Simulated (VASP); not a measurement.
# SiC (Cc) in VASP: a series of runs, part 2 of 2

VASP 6.6.1. Earlier steps stand in the parts before.

**3. Relaxation of the atoms, PBE (shear of c along a, cell held: +12.0 %)**

The input, INCAR:

```
ALGO = Normal ; EDIFF = 1E-6
EDIFFG = -0.008 ; ENCUT = 520
GGA = PE ; IBRION = 2
ISIF = 2 ; ISMEAR = 0
LASPH = True ; LCHARG = False
LREAL = False ; LWAVE = False
NELM = 100 ; NSW = 60
PREC = Accurate ; SIGMA = 0.02
```

The input, KPOINTS:

```
k-points
0
Gamma
  12 12 6
```

The input, POSCAR:

```
SiC
1.0
    3.0919365174      0.0000000000      0.0000000000
   -1.5459682587      2.6776955709      0.0000000000
    0.6089150748      0.0000000000      5.0742922898
Si C
2 2
Direct
    0.3292929481      0.6660541742      0.4999424940
    0.6632387739      0.3339458258      0.9999424940
    0.3383107099      0.6691531419      0.8750575060
    0.6691575681      0.3308468581      0.3750575060
```

Potentials or basis: VASP PAW PBE potentials, release 64 (Si, C).

Command:

```
> cat potpaw_PBE.64/Si/POTCAR potpaw_PBE.64/C/POTCAR > POTCAR
> mpirun -np 1 vasp_std > vasp.out
```

OUTCAR:

```text
EDIFF = 1E-6
   EDIFFG = -0.008
   ENCUT = 520
   GGA = PE
   IBRION = 2
   ISIF = 2
   ISMEAR = 0
   LASPH = True
   LREAL = False
   NELM = 100
   NSW = 60
   PREC = Accurate

 ion  position               nearest neighbor table
   1  0.329  0.666  0.500-   4 1.85   4 1.89   3 1.92   4 1.94   2 2.96   2 2.96   2 3.12   2 3.12

   2  0.663  0.334  1.000-   3 1.85   3 1.89   4 1.92   3 1.94   1 2.96   1 2.96   1 3.12   1 3.12

   3  0.338  0.669  0.875-   2 1.85   2 1.89   1 1.92   2 1.94
   4  0.669  0.331  0.375-   1 1.85   1 1.89   2 1.92   1 1.94

  LATTYP: Found a base centered monoclinic cell.
 ALAT       =     3.0919365174
 B/A-ratio  =     1.7320508075
 C/A-ratio  =     1.6529112349
 COS(beta)  =    -0.1191452206

  Lattice vectors:

 A1 = (  -1.5459682587,   2.6776955709,   0.0000000000)
 A2 = (  -1.5459682587,  -2.6776955709,   0.0000000000)
 A3 = (   0.6089150748,   0.0000000000,   5.0742922898)

Analysis of symmetry for initial positions (statically):
=====================================================================
 Subroutine PRICEL returns:
 Original cell was already a primitive cell.

 Routine SETGRP: Setting up the symmetry group for a
 base centered monoclinic supercell.

 Subroutine GETGRP returns: Found  2 space group operations
 (whereof  1 operations were pure point group operations)
 out of a pool of  4 trial point group operations.

The static configuration has the point symmetry C_1 .
 The point group associated with its full space group is C_1h.

Analysis of symmetry for dynamics (positions and initial velocities):
=====================================================================
 Subroutine PRICEL returns:
 Original cell was already a primitive cell.

 Routine SETGRP: Setting up the symmetry group for a
 base centered monoclinic supercell.

 Subroutine GETGRP returns: Found  2 space group operations
 (whereof  1 operations were pure point group operations)
 out of a pool of  4 trial point group operations.

[... 140 lines left out ...]
  volume of cell :       42.01
 maximum number of plane-waves:      1143
   NGX = 11   NGY = 11   NGZ = 19

--------------------------------------- Ionic step        1  -------------------------------------------

 number of electron      16.0000000 magnetization

 Free energy of the ion-electron system (eV)
  ---------------------------------------------------
  ext. energy  EPLUGINS =         0.00000000
  ---------------------------------------------------
  free energy    TOTEN  =       -29.82746351 eV

  energy without entropy =      -29.82746351  energy(sigma->0) =      -29.82746351

------------------------ aborting loop because EDIFF is reached ----------------------------------------

  FORCE on cell =-STRESS in cart. coord.  units (eV):
  Direction    XX          YY          ZZ          XY          YZ          ZX
  --------------------------------------------------------------------------------------
  -------------------------------------------------------------------------------------
  Total       -0.5540318      0.2223170      0.1885966      0.0000000      0.0000000     -4.7334717
  in kB      -21.1289535      8.4784422      7.1924544      0.0000000      0.0000000   -180.5190815
  external PRESSURE =      -1.8193523 kB  Pullay stress =       0.0000000 kB
[... 215 lines left out ...]
--------------------------------------- Ionic step        7  -------------------------------------------

 number of electron      16.0000001 magnetization

 Free energy of the ion-electron system (eV)
  ---------------------------------------------------
  ext. energy  EPLUGINS =         0.00000000
  ---------------------------------------------------
  free energy    TOTEN  =       -29.83114413 eV

  energy without entropy =      -29.83114413  energy(sigma->0) =      -29.83114413

 E-fermi :   8.6286     XC(G=0): -11.2965

 val. band max:        8.5024218007   @ k =   0.0000   0.0000   0.0000
 cond. band min:      10.4710162349   @ k =   0.3333   0.3333   0.0000
 fundamental gap:      1.9685944341
 Fermi energy:         8.6286347712

 k-point     1 :       0.0000    0.0000    0.0000
  band No.  band energies     occupation
      1      -7.3532      2.00000
      2      -3.8375      2.00000
      3      -0.5124      2.00000
      4       6.7596      2.00000
      5       6.9068      2.00000
      6       7.6349      2.00000
      7       8.0998      2.00000
      8       8.5024      2.00000
      9      12.8605      0.00000
     10      13.6243      0.00000
     11      14.6041      0.00000
     12      14.9196      0.00000
[... 331 lines left out ...]
 k-point    24 :       0.4167    0.1667    0.0000
  band No.  band energies     occupation
      1      -3.7345      2.00000
      2      -2.5297      2.00000
      3       0.5934      2.00000
      4       1.7246      2.00000
      5       2.9359      2.00000
      6       3.7081      2.00000
      7       4.8131      2.00000
      8       5.7000      2.00000
      9      11.2875      0.00000
     10      13.2245      0.00000
     11      15.0132      0.00000
     12      16.2656      0.00000

 [... further k-points ...]
[... 5 lines left out ...]
  --------------------------------------------------------------------------------------
  -------------------------------------------------------------------------------------
  Total       -0.7980708      0.2724250      0.1952266      0.0000000      0.0000000     -4.5393848
  in kB      -30.4358005     10.3893970      7.4453013      0.0000000      0.0000000   -173.1172461
  external PRESSURE =      -4.2003674 kB  Pullay stress =       0.0000000 kB
[... 19 lines left out ...]
  FREE ENERGIE OF THE ION-ELECTRON SYSTEM (eV)
  ---------------------------------------------------
  free  energy   TOTEN  =       -29.8311441345 eV

  energy  without entropy=      -29.8311441345  energy(sigma->0) =      -29.83114413

 reached required accuracy - stopping structural energy minimisation
```

OSZICAR:

```text
N       E                     dE             d eps       ncg     rms          rms(c)
DAV:   1     0.354185166177E+02    0.35419E+02   -0.74202E+03  5808   0.119E+03
DAV:   2    -0.304193140793E+02   -0.65838E+02   -0.60416E+02  8408   0.187E+02
[... 41 lines left out ...]
   6 F= -.29831124E+02 E0= -.29831124E+02  d E =-.481367E-04
       N       E                     dE             d eps       ncg     rms          rms(c)
DAV:   1    -0.298311462776E+02   -0.21921E-04   -0.66683E-03  5824   0.746E-01    0.180E-02
DAV:   2    -0.298311462715E+02    0.61070E-08   -0.62129E-05  7660   0.672E-02    0.856E-03
DAV:   3    -0.298311440960E+02    0.21755E-05   -0.44423E-06  7180   0.196E-02    0.296E-03
DAV:   4    -0.298311441345E+02   -0.38534E-07   -0.13504E-06  5256   0.849E-03
   7 F= -.29831144E+02 E0= -.29831144E+02  d E =-.678764E-04
```

CONTCAR:

```text
SiC
   1.00000000000000
     3.0919365174000002    0.0000000000000000    0.0000000000000000
    -1.5459682587000001    2.6776955709000001    0.0000000000000000
     0.6089150748000000    0.0000000000000000    5.0742922897999998
  Si              C
     2     2
Direct
     0.3270390343853059    0.6652991615281847    0.5003817350474036
     0.6617398728571213    0.3347008384718154    0.0003817350474037
     0.3416931020452019    0.6721651114328330    0.8746182649525964
     0.6695279907123636    0.3278348885671671    0.3746182649525964

  0.00000000E+00  0.00000000E+00  0.00000000E+00
  0.00000000E+00  0.00000000E+00  0.00000000E+00
  0.00000000E+00  0.00000000E+00  0.00000000E+00
  0.00000000E+00  0.00000000E+00  0.00000000E+00
```

Wall time 3.2 min (1 thread of Intel Xeon Platinum 8488C (Sapphire Rapids), shared host); peak memory 0.24 GiB.

What came out:

- Free energy: -29.8311 eV
- Energy gained by relaxing: 0.9 meV/atom
- Ionic steps: 7
- Pressure after relaxing: -0.4 GPa
- Band gap on the k mesh: 1.97 eV (least direct gap 4.00 eV)

The path:
```csv
step,energy change (eV),largest force (eV/Å),pressure (GPa)
1,0.0000,0.2717,-0.18
2,-0.0009,0.2318,-0.57
3,-0.0035,0.0287,-0.41
4,-0.0036,0.0196,-0.42
5,-0.0036,0.0306,-0.43
6,-0.0037,0.0161,-0.42
7,-0.0037,0.0013,-0.42
```

Final structure:
```xyz
4
Lattice="3.0919 0.0000 0.0000 -1.5460 2.6777 0.0000 0.6089 0.0000 5.0743" Properties=species:S:1:pos:R:3 pbc="T T T"
Si    0.2873    1.7815    2.5391
Si    1.5289    0.8962    0.0019
C     0.5499    1.7999    4.4381
C     1.7914    0.8778    1.9009
```

Caveat: the cell differs from its parent crystal (shear of c along a, cell held: +12.0 %). A k mesh can miss the band edges.
